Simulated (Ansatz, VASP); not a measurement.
# Ni: VASP beside Ansatz

Contents of INCAR:

```
SYSTEM = Ni
PREC     = Accurate       ! precision mode
ENCUT    = 520            ! plane-wave cutoff, eV
EDIFF    = 1E-8           ! SCF threshold, eV
ISMEAR   = 0              ! smearing method
SIGMA    = 0.05           ! smearing width, eV
LREAL    = .FALSE.        ! projectors in reciprocal space
LASPH    = .TRUE.         ! aspherical terms in the spheres
NELM     = 150            ! most SCF steps
ALGO     = Normal         ! electronic algorithm
ISIF     = 2              ! what is computed and relaxed
LWAVE    = .FALSE.        ! write WAVECAR
LCHARG   = .FALSE.        ! write CHGCAR
ISPIN    = 2              ! spin polarisation
MAGMOM   = 0.76           ! initial moments
LORBIT   = 11             ! projections on sites
LMAXMIX  = 4              ! l up to which the mixer works
GGA      = PE             ! functional
LEFG     = .TRUE.       
NBANDS   = 15             ! bands
```

The input KPOINTS:

```
Automatic mesh
0
G
  22 22 22
  0 0 0
```

Contents of POSCAR:

```
Ni
1.0
    0.0000000000      1.7619350000      1.7619350000
    1.7619350000      0.0000000000      1.7619350000
    1.7619350000      1.7619350000      0.0000000000
Ni
1
Direct
    0.0000000000      0.0000000000      0.0000000000
```

Input for Ansatz:

```yaml
crystal:
  lattice:
    - [0.0, 1.761935, 1.761935]
    - [1.761935, 0.0, 1.761935]
    - [1.761935, 1.761935, 0.0]
  atoms:
    - { symbol: Ni, position: [0.0, 0.0, 0.0], spin: 0.76 }
basis:
  ecutwfc: 420
  ecutrho_ratio: 4
kpoints:
  mp_grid: { grid: [22, 22, 22] }
hamiltonian:
  xc: pbe
scf:
  occupations: { method: gaussian, width: 0.05 }
output:
  forces: true
  stress: true
  eigenvalues: true
  populations: true
  efg: { contact_densities: true, quadrupole_moments_barn: { Ni: 0.162 } }
magnetization:
  spin_polarized: true
```

Alike in both runs: task electric field gradients; functional PBE; k mesh 22 × 22 × 22; occupations gaussian, width 0.05 eV; collinear spin.

|  | VASP | Ansatz |
| --- | --- | --- |
| version | VASP 6.6.1 | Ansatz 0.2.0 |
| potentials or method | VASP PAW PBE potentials, release 64 (Ni), cutoff 520 eV | scalar-relativistic, plane waves, PAW |
| valence electrons in the cell | 10 | 18 |

|  | VASP | Ansatz | Ansatz less VASP |
| --- | --- | --- | --- |
| gap on the k mesh at the Fermi level (eV) | none | none | - |
| pressure (GPa) | -0.9 | -0.9 | +0.01 |
| net moment per atom (μB) | 0.65 | 0.65 | +0.004 |
| size of the moment on the site where the two differ most (μB) | 0.66 | 0.69 | +0.032 |

Site moments also hang on the region over which each program counts them. A gap of «none» marks a metal or a gap that the smearing closes. VASP's potentials hold 10 valence electrons a cell and Ansatz's 18, so a difference there can come from the potentials and not from the codes.
